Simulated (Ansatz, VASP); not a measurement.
## One calculation of P, two programs

```xyz
4
Lattice="1.6579 -5.1410 0.0000 1.6579 5.1410 0.0000 0.0000 0.0000 4.2030" Properties=species:S:1:pos:R:3 pbc="T T T"
P     1.6579    4.0584    0.3069
P     1.6579   -1.0826    1.7945
P     1.6579   -4.0584    3.8960
P     1.6579    1.0826    2.4084
```

Alike in both runs: functional PBEsol; k mesh 11 × 11 × 8; occupations fermi-dirac, width 0.05 eV; no spin polarisation.

Ansatz relaxed the structure, and its values are those at the end. VASP's run is a single point on that final structure, the one shown.

```csv
,VASP,Ansatz
version,VASP 6.6.1,Ansatz 0.2.0
potentials or method,"VASP PAW PBE potentials, release 64 (P)","PAW with Ansatz's default frozen-core files, scalar-relativistic"
plane-wave cutoff (eV),520,420
valence electrons in the cell,20,20
```

```csv
,VASP,Ansatz,Ansatz less VASP
pressure (GPa),-0.1,0.0,+0.09
rms of the force components (eV/Å),0.018,0.001,-0.0163
```

VASP's potentials were made for PBE, not for PBEsol.
